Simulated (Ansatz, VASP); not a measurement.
## CuO in VASP and in Ansatz

```
Cu O
1.0
     1.99097   -2.15355    0.00000
     1.99097    2.15355    0.00000
     0.00000    0.00000    5.15593
Cu O
2 2
Direct
  0.50000 0.00000 0.00000
  0.00000 0.50000 0.50000
  0.50000 0.50000 0.25000
  0.50000 0.50000 0.75000
```

Alike in both runs: functional r2SCAN0; k mesh 5 × 5 × 3; occupations fermi-dirac, width 0.05 eV; no spin polarisation.

```csv
,VASP,Ansatz
version,VASP 6.6.1,Ansatz 0.2.0
potentials or method,"VASP PAW PBE potentials, release 64 (Cu, O)",Ansatz PAW
plane-wave cutoff (eV),520,500
valence electrons in the cell,34,50
task,single point,projected density of states
```

Ansatz gave:

- gap on the k mesh at the Fermi level (eV): none
- pressure (GPa): -7.3
- traceless stress, the component that is largest in VASP (GPa): 0.90

Question: Which values does VASP return?

Answer: gap on the k mesh at the Fermi level (eV): none; pressure (GPa): -6.5; traceless stress, the component that is largest in VASP (GPa): 0.68.

VASP's potentials were made for PBE, not for r2SCAN0. A gap of «none» marks a metal or a gap that the smearing closes. The functional is the same, so the differences come from potentials, cutoffs and numerics. VASP's potentials hold 34 valence electrons a cell and Ansatz's 50, so a difference there can come from the potentials and not from the codes.

The k mesh is coarse, so the values compare programs but aren't converged.
